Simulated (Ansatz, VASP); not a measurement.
## One calculation of BaTiO3, two programs

File POSCAR:

```
BaTiO3
1.0
    2.8400536680     -1.6397057497     -2.3314328258
    0.0000000000      3.2794114995     -2.3314328258
    8.9935979505      5.1924561977      6.2169987734
Ba Ti O
3 3 9
Direct
    0.8440462090      0.8440462090      0.9188283674
    0.9551795423      0.9551795423      0.2521617007
    0.8996128756      0.8996128756      0.5854950341
    0.4687520484      0.4687520484      0.0899826165
    0.4131853818      0.4131853818      0.4233159498
    0.3576187151      0.3576187151      0.7566492831
    0.4967184392      0.0063123493      0.0811512176
    0.4411517726     -0.0492543173      0.4144845509
    0.3855851059     -0.1048209840      0.7478178843
    0.0063123493      0.4967184392      0.0811512176
   -0.0492543173      0.4411517726      0.4144845509
   -0.1048209840      0.3855851059      0.7478178843
    0.4694682075      0.4694682075      0.2446199142
    0.4139015408      0.4139015408      0.5779532476
    0.3583348742      0.3583348742      0.9112865809
```

The input INCAR.step1:

```
SYSTEM = BaTiO3
PREC     = Accurate       ! precision mode
ENCUT    = 520            ! plane-wave cutoff, eV
ISMEAR   = 0              ! smearing method
SIGMA    = 0.05           ! smearing width, eV
LREAL    = Auto         
LASPH    = .TRUE.         ! aspherical terms in the spheres
NELM     = 60             ! most SCF steps
NBANDS   = 73             ! bands
GGA      = PE             ! functional
ALGO     = Normal         ! electronic algorithm
EDIFF    = 1E-4           ! SCF threshold, eV
LWAVE    = .TRUE.         ! write WAVECAR
LCHARG   = .FALSE.        ! write CHGCAR
```

Contents of INCAR.step2:

```
SYSTEM = BaTiO3
PREC     = Accurate       ! precision mode
ENCUT    = 520            ! plane-wave cutoff, eV
EDIFF    = 1E-6           ! SCF threshold, eV
ISMEAR   = 0              ! smearing method
SIGMA    = 0.05           ! smearing width, eV
LREAL    = Auto         
LASPH    = .TRUE.         ! aspherical terms in the spheres
NELM     = 60             ! most SCF steps
ALGO     = Normal         ! electronic algorithm
ISIF     = 2              ! what is computed and relaxed
LWAVE    = .FALSE.        ! write WAVECAR
LCHARG   = .FALSE.        ! write CHGCAR
METAGGA  = R2SCAN         ! meta-GGA
LMIXTAU  = .TRUE.       
NBANDS   = 73             ! bands
ISTART   = 1
```

File KPOINTS:

```
regular mesh
0
G
  6 6 2
  0 0 0
```

Input for Ansatz:

```yaml
crystal:
  lattice:
    - [2.840053668, -1.6397057497, -2.3314328258]
    - [0.0, 3.2794114995, -2.3314328258]
    - [8.9935979505, 5.1924561977, 6.2169987734]
  atoms:
    - { symbol: Ba, position: [0.844046209, 0.844046209, 0.9188283674] }
    - { symbol: Ba, position: [0.9551795423, 0.9551795423, 0.2521617007] }
    - { symbol: Ba, position: [0.8996128756, 0.8996128756, 0.5854950341] }
    - { symbol: Ti, position: [0.4687520484, 0.4687520484, 0.0899826165] }
    - { symbol: Ti, position: [0.4131853818, 0.4131853818, 0.4233159498] }
    - { symbol: Ti, position: [0.3576187151, 0.3576187151, 0.7566492831] }
    - { symbol: O, position: [0.4967184392, 0.0063123493, 0.0811512176] }
    - { symbol: O, position: [0.4411517726, -0.0492543173, 0.4144845509] }
    - { symbol: O, position: [0.3855851059, -0.104820984, 0.7478178843] }
    - { symbol: O, position: [0.0063123493, 0.4967184392, 0.0811512176] }
    - { symbol: O, position: [-0.0492543173, 0.4411517726, 0.4144845509] }
    - { symbol: O, position: [-0.104820984, 0.3855851059, 0.7478178843] }
    - { symbol: O, position: [0.4694682075, 0.4694682075, 0.2446199142] }
    - { symbol: O, position: [0.4139015408, 0.4139015408, 0.5779532476] }
    - { symbol: O, position: [0.3583348742, 0.3583348742, 0.9112865809] }
basis:
  ecutwfc: 500
kpoints:
  mp_grid: { grid: [6, 6, 2] }
hamiltonian:
  xc: r2scan
scf:
  occupations: { method: gaussian, width: 0.05 }
output:
  forces: true
  stress: true
  eigenvalues: true
```

Alike in both runs: task single point; functional r2SCAN; k mesh 6 × 6 × 2; occupations gaussian, width 0.05 eV; no spin polarisation.

|  | VASP | Ansatz |
| --- | --- | --- |
| version | VASP 6.6.1 | Ansatz 0.2.0 |
| potentials or method | VASP PAW PBE potentials, release 64 (Ba_sv, Ti_sv, O), cutoff 520 eV | scalar-relativistic, plane waves, PAW |
| valence electrons in the cell | 120 | 120 |

VASP gave:

| Property | Result |
| --- | --- |
| gap on the k mesh at the Fermi level (eV) | 2.36 |
| least direct gap on the mesh (eV) | 2.83 |
| pressure (GPa) | 4.0 |
| traceless stress, the component that is largest in VASP (GPa) | 5.40 |
| rms of the force components (eV/Å) | 0.826 |

What did Ansatz give for the same quantities?

gap on the k mesh at the Fermi level (eV): 2.36; least direct gap on the mesh (eV): 2.80; pressure (GPa): 1.9; traceless stress, the component that is largest in VASP (GPa): 5.39; rms of the force components (eV/Å): 0.797.

VASP's potentials were made for PBE, not for r2SCAN. Atom by atom the forces differ by 0.083 eV/Å (rms over components).

Neither program's run includes spin-orbit coupling.
